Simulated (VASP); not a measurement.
# S (P-3m1) in VASP: single point with LDA

Aim: the single point of S with LDA.

All numbers are computed with VASP 6.6.1; they aren't measurements. Logs are shortened: lines on timing, memory, paths and dates and some standing lists are left out, and cuts for length are marked.

## 1. The cell of the first run

Symmetry: P-3m1, No. 164, trigonal system. Conventional cell: a = 3.227 Å, b = 3.227 Å, c = 6.312 Å, α = 90.00°, β = 90.00°, γ = 120.00°. Within 4.2 Å of S (site symmetry 3m) lie 12 S at 3.23 to 3.72 Å.

## 2. Single point, LDA

INCAR reads:

```
SYSTEM = S
PREC = Accurate
ENCUT = 520
EDIFF = 1E-6
ISMEAR = 0
SIGMA = 0.05
LREAL = .False.
LASPH = .True.
NELM = 100
ALGO = Normal
ISIF = 2
LWAVE = .False.
LCHARG = .False.
GGA = CA
NBANDS = 13
```

KPOINTS reads:

```
regular mesh
0
Gamma
  10 10 5
  0 0 0
```

POSCAR reads:

```
S
1.0
    3.2274645600      0.0000000000      0.0000000000
   -1.6137322800      2.7950663000      0.0000000000
    0.0000000000      0.0000000000      6.3124734200
S
2
Direct
    0.3333333333      0.6666666667      0.2553193200
    0.6666666667      0.3333333333      0.7446806800
```

Potentials or basis: VASP PAW LDA potentials, release 64 (S).

Launch:

```console
$ cat potpaw_LDA.64/S/POTCAR > POTCAR
$ mpirun -np 1 vasp_std > vasp.out
```

OUTCAR:

```text
SYSTEM = S
   PREC = Accurate
   ENCUT = 520
   EDIFF = 1E-6
   ISMEAR = 0
   LREAL = .False.
   LASPH = .True.
   NELM = 100
   ISIF = 2
   GGA = CA

 ion  position               nearest neighbor table
   1  0.333  0.667  0.255-
   2  0.667  0.333  0.745-

  LATTYP: Found a hexagonal cell.
 ALAT       =     3.2274645600
 C/A-ratio  =     1.9558614208

  Lattice vectors:

 A1 = (   3.2274645600,   0.0000000000,   0.0000000000)
 A2 = (  -1.6137322800,   2.7950663000,   0.0000000000)
 A3 = (   0.0000000000,   0.0000000000,   6.3124734200)

Analysis of symmetry for initial positions (statically):
=====================================================================
 Subroutine PRICEL returns:
 Original cell was already a primitive cell.

 Routine SETGRP: Setting up the symmetry group for a
 hexagonal supercell.

 Subroutine GETGRP returns: Found 12 space group operations
 (whereof 12 operations were pure point group operations)
 out of a pool of 24 trial point group operations.

The static configuration has the point symmetry D_3d.

Analysis of symmetry for dynamics (positions and initial velocities):
=====================================================================
 Subroutine PRICEL returns:
 Original cell was already a primitive cell.

 Routine SETGRP: Setting up the symmetry group for a
 hexagonal supercell.

 Subroutine GETGRP returns: Found 12 space group operations
 (whereof 12 operations were pure point group operations)
 out of a pool of 24 trial point group operations.

The dynamic configuration has the point symmetry D_3d.

 Subroutine INISYM returns: Found 12 space group operations
 (whereof 12 operations are pure point group operations),
 and found     1 'primitive' translations

----------------------------------------------------------------------------------------

                                     Primitive cell

  volume of cell :      56.9447

  direct lattice vectors                    reciprocal lattice vectors
     3.227464560  0.000000000  0.000000000     0.309840738  0.178886633  0.000000000
    -1.613732280  2.795066300  0.000000000     0.000000000  0.357773266  0.000000000
     0.000000000  0.000000000  6.312473420     0.000000000  0.000000000  0.158416509

  length of vectors
     3.227464560  3.227464561  6.312473420     0.357773267  0.357773266  0.158416509

  position of ions in fractional coordinates (direct lattice)
     0.333333333  0.666666667  0.255319320
     0.666666667  0.333333333  0.744680680

  ion indices of the primitive-cell ions
   primitive index   ion index
                 1           1
                 2           2

----------------------------------------------------------------------------------------

 KPOINTS: regular mesh

Automatic generation of k-mesh.
 Grid dimensions read from file:
 generate k-points for:   10   10    5

 Generating k-lattice:

  Cartesian coordinates                     Fractional coordinates (reciprocal lattice)
     0.030984074  0.017888663  0.000000000     0.100000000 -0.000000000  0.000000000
     0.000000000  0.035777327  0.000000000     0.000000000  0.100000000  0.000000000
     0.000000000  0.000000000  0.031683302     0.000000000  0.000000000  0.200000000

  Length of vectors
     0.035777327  0.035777327  0.031683302

  Shift w.r.t. Gamma in fractional coordinates (k-lattice)
     0.000000000  0.000000000  0.000000000

 Subroutine IBZKPT returns following result:
 ===========================================

 Found     58 irreducible k-points:

 Following reciprocal coordinates:
            Coordinates               Weight
  0.000000  0.000000  0.000000      1.000000
  0.100000  0.000000  0.000000      6.000000
  0.200000  0.000000  0.000000      6.000000
  0.300000  0.000000  0.000000      6.000000
  0.400000  0.000000  0.000000      6.000000
  0.500000  0.000000  0.000000      3.000000
[... 16 lines left out ...]
  0.000000  0.400000  0.200000      6.000000
  0.500000  0.000000  0.200000      6.000000
 [... further k-points ...]
   k-points           NKPTS =     58   k-points in BZ     NKDIM =     58   number of bands    NBANDS=     13
   number of dos      NEDOS =    301   number of ions     NIONS =      2
   total plane-waves  NPLWV =  27648
   dimension x,y,z NGX =    24 NGY =   24 NGZ =   48
   dimension x,y,z NGXF=    48 NGYF=   48 NGZF=   96
   ions per type =               2
   NGX,Y,Z   is equivalent  to a cutoff of  12.36, 12.36, 12.64 a.u.
   NGXF,Y,Z  is equivalent  to a cutoff of  24.72, 24.72, 25.28 a.u.
 SYSTEM =  S
   PREC   = accura    normal or accurate (medium, high low for compatibility)
   ISTART =      0    job   : 0-new  1-cont  2-samecut
   ICHARG =      2    charge: 1-file 2-atom 10-const
   ISPIN  =      1    spin polarized calculation?
   LNONCOLLINEAR =      F non collinear calculations
   LSORBIT =      F    spin-orbit coupling
   LASPH  =      T    aspherical Exc in radial PAW
   ENCUT  =  520.0 eV  38.22 Ry    6.18 a.u.   6.00  6.00 11.74*2*pi/ulx,y,z
   NELM   =    100;   NELMIN=  2; NELMDL= -5     # of ELM steps
   EDIFF  = 0.1E-05   stopping-criterion for ELM
   LREAL  =      F    real-space projection
   EDIFFG = 0.1E-04   stopping-criterion for IOM
   NSW    =      0    number of steps for IOM
   IBRION =     -1    ionic relax: 0-MD 1-quasi-New 2-CG
   NFREE  =      0    steps in history (QN), initial steepest desc. (CG)
   ISIF   =      2    stress and relaxation
   ISYM   =      2    0-nonsym 1-usesym 2-fastsym
   POTIM  = 0.5000    time-step for ionic-motion
   TEBEG  =    0.0;   TEEND  =   0.0 temperature during run
   PSTRESS=    0.0 pullay stress
   NELECT =      12.0000    total number of electrons
   NUPDOWN=      -1.0000    fix difference up-down
   EMIN   =  10.00;   EMAX   =-10.00  energy-range for DOS
   EFERMI =   0.00;   METHOD = LEGACY
   ISMEAR =     0;   SIGMA  =   0.05  broadening in eV -4-tet -1-fermi 0-gaus
   EFERMI_NEDOS =   21; number of points for ismear=-14 and -15
   IALGO  =     38    algorithm
   IMIX   =      4    mixing-type and parameters
     AMIX     =   0.40;   BMIX     =  1.00
     AMIX_MAG =   1.60;   BMIX_MAG =  1.00
  volume/ion in A,a.u.               =      28.47       192.14
  Fermi-wavevector in a.u.,A,eV,Ry     =   0.974206  1.840983 12.912985  0.949078
  Thomas-Fermi vector in A             =   2.104647
   LORBIT       =      0    0 simple, 1 ext, 2 COOP (PROOUT), +10 PAW based schemes
   GGA     = CA    functional components
   LHFCALC =     F    Hartree Fock is set to
   AEXX    =    0.0000 exact exchange contribution
   IVDW    =     0    specifies the selected vdW correction
   LEPSILON=     F    determine dielectric tensor
   LRPA    =     F    only Hartree local field effects (RPA)
 non-spin polarized calculation
 Gauss-broadening in eV      SIGMA  =   0.05
  energy-cutoff  :      520.00
  volume of cell :       56.94
 maximum number of plane-waves:      1556
   NGX = 13   NGY = 13   NGZ = 23

 number of electron      12.0000002 magnetization

 Free energy of the ion-electron system (eV)
  ---------------------------------------------------
  ext. energy  EPLUGINS =         0.00000000
  ---------------------------------------------------
  free energy    TOTEN  =        -5.12214072 eV

  energy without entropy =       -5.11486273  energy(sigma->0) =       -5.11850173

 E-fermi :   0.6591     XC(G=0):  -8.8097

 val. band max:        0.6566616127   @ k =  -0.1000   0.5000   0.4000
 cond. band min:       0.6674581810   @ k =   0.4000   0.1000   0.0000
 fundamental gap:      0.0107965683
 Fermi energy:         0.6590948868

 k-point     1 :       0.0000    0.0000    0.0000
  band No.  band energies     occupation
      1     -11.9451      2.00000
      2     -11.1735      2.00000
      3      -2.6856      2.00000
      4       0.9220      0.00000
      5       2.0074      0.00000
      6       2.0074      0.00000
      7       2.2250      0.00000
      8       2.2251      0.00000
      9       7.9888      0.00000
     10       9.9433      0.00000
     11      11.1652      0.00000
     12      12.8382      0.00000
     13      12.8382      0.00000

 k-point     2 :       0.1000    0.0000    0.0000
  band No.  band energies     occupation
      1     -11.8300      2.00000
      2     -11.0756      2.00000
      3      -2.5519      2.00000
      4       0.9514      0.00000
      5       1.3974      0.00000
      6       1.6591      0.00000
      7       1.8531      0.00000
      8       2.1342      0.00000
      9       8.2887      0.00000
     10      10.4412      0.00000
     11      11.4904      0.00000
     12      12.3860      0.00000
     13      12.9655      0.00000

 k-point     3 :       0.2000    0.0000    0.0000
  band No.  band energies     occupation
      1     -11.5023      2.00000
      2     -10.8044      2.00000
      3      -2.1639      2.00000
      4       0.0431      2.00000
      5       0.4075      2.00000
      6       1.0154      0.00000
      7       1.5054      0.00000
      8       1.8881      0.00000
      9       8.9123      0.00000
     10      10.2172      0.00000
     11      11.3085      0.00000
     12      11.5418      0.00000
     13      12.4472      0.00000
[... 305 lines left out ...]
 k-point    23 :       0.0000    0.4000    0.2000
  band No.  band energies     occupation
      1     -10.4945      2.00000
      2     -10.1646      2.00000
      3      -2.4612      2.00000
      4      -2.0772      2.00000
      5      -0.6136      2.00000
      6       0.7626      0.00340
      7       0.9212      0.00000
      8       1.3257      0.00000
      9       8.0498      0.00000
     10       8.7625      0.00000
     11       9.8659      0.00000
     12      10.2432      0.00000
     13      12.4275      0.00000

 k-point    24 :       0.5000    0.0000    0.2000
  band No.  band energies     occupation
      1     -10.2596      2.00000
      2     -10.0476      2.00000
      3      -2.8477      2.00000
      4      -2.4704      2.00000
      5      -0.2604      2.00000
      6       0.6249      1.66631
      7       0.8284      0.00000
      8       1.2438      0.00000
      9       7.7624      0.00000
     10       8.5427      0.00000
     11       9.6442      0.00000
     12      10.0509      0.00000
     13      12.6600      0.00000

 [... further k-points ...]
[... 5 lines left out ...]
  --------------------------------------------------------------------------------------
  -------------------------------------------------------------------------------------
  Total       -6.3435381     -6.3435382     -3.2727006     -0.0000000     -0.0000000      0.0000000
  in kB     -178.4797626   -178.4797628    -92.0796582     -0.0000000     -0.0000000      0.0000000
  external PRESSURE =    -149.6797279 kB  Pullay stress =       0.0000000 kB

 VOLUME and BASIS-vectors are now :
 -----------------------------------------------------------------------------
  energy-cutoff  :      520.00
  volume of cell :       56.94
      direct lattice vectors                 reciprocal lattice vectors
     3.227464560  0.000000000  0.000000000     0.309840738  0.178886633  0.000000000
    -1.613732280  2.795066300  0.000000000     0.000000000  0.357773266  0.000000000
     0.000000000  0.000000000  6.312473420     0.000000000  0.000000000  0.158416509

 POSITION                                       TOTAL-FORCE (eV/Angst)
 -----------------------------------------------------------------------------------
     -0.00000      1.86338      1.61170         0.000000     -0.000000      0.106530
      1.61373      0.93169      4.70078        -0.000000      0.000000     -0.106530
 -----------------------------------------------------------------------------------
    total drift:                                0.000000     -0.000000      0.000000

  FREE ENERGIE OF THE ION-ELECTRON SYSTEM (eV)
  ---------------------------------------------------
  free  energy   TOTEN  =        -5.1221407227 eV

  energy  without entropy=       -5.1148627300  energy(sigma->0) =       -5.11850173
```

It took 16 s on 1 thread of Intel Xeon Platinum 8375C at 2.90GHz (Ice Lake), shared host; peak memory 0.15 GiB.

Results:

```yaml
Free_energy: -5.1221 eV
Pressure: -15.0 GPa
Largest_force: 0.107 eV/Å
Band_gap_on_the_k_mesh: zero (band 6 reaches 2.08 eV, above the bottom of band 7 at -0.07 eV)
```

Forces in eV/Å, atoms in the order of the input:
```
S    0.000  0.000  0.107
S    0.000  0.000 -0.107
```
